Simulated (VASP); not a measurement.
Here is a VASP 6.6.1 calculation.

Contents of INCAR:

```
SYSTEM = SiGe3Pt
PREC     = Accurate       ! precision mode
ENCUT    = 520            ! plane-wave cutoff, eV
EDIFF    = 1E-6           ! SCF threshold, eV
ISMEAR   = 0              ! smearing method
SIGMA    = 0.2            ! smearing width, eV
LREAL    = Auto         
LASPH    = .TRUE.         ! aspherical terms in the spheres
NELM     = 60             ! most SCF steps
ALGO     = Normal         ! electronic algorithm
ISIF     = 2              ! what is computed and relaxed
LWAVE    = .FALSE.        ! write WAVECAR
LCHARG   = .FALSE.        ! write CHGCAR
GGA      = PE             ! functional
NBANDS   = 97             ! bands
```

File KPOINTS:

```
Automatic mesh
0
G
  3 3 2
  0 0 0
```

Contents of POSCAR:

```
SiGe3Pt
1.0
    6.4191317697      0.0000000000      0.0000000000
   -3.2095658849      5.5591311828      0.0000000000
    0.0000000000      0.0000000000      7.9335246136
Si Ge Pt
3 9 3
Direct
    1.0421450884      1.0421450884      0.0000000000
   -0.0421450884      0.0000000000      0.3333333333
    0.0000000000     -0.0421450884      0.6666666667
    0.6222185320      0.0000000000      0.8333333333
    0.2791915413      0.7996751969      0.6242943868
    0.4795163444      0.2003248031      0.0423722799
    0.0000000000      0.6222185320      0.1666666667
    0.7996751969      0.2791915413      0.3757056132
    0.2003248031      0.4795163444      0.9576277201
    0.3777814680      0.3777814680      0.5000000000
    0.7208084587      0.5204836556      0.7090389465
    0.5204836556      0.7208084587      0.2909610535
    0.6565369179      0.6565369179      0.0000000000
    0.3434630821      0.0000000000      0.3333333333
    0.0000000000      0.3434630821      0.6666666667
```

Potentials or basis: VASP PAW PBE potentials, release 64 (Si, Ge_d, Pt).

Run with:

```sh
$ cat potpaw_PBE.64/Si/POTCAR potpaw_PBE.64/Ge_d/POTCAR potpaw_PBE.64/Pt/POTCAR > POTCAR
$ mpirun -np 1 vasp_std > vasp.out
```

(1) Predict the largest force.

(2) Estimate the band gap on the k mesh.

(3) Predict the pressure.

## Answers

(1) 0.053 eV/Å.

(2) zero (bands 84 and 85 overlap by 1.06 eV).

(3) -0.2 GPa.

Caveat: the k points lie up to 0.40 Å⁻¹ apart, too coarse for converged energies and pressures of a metal; spin-orbit coupling is left out, which moves the levels of the heavy elements.
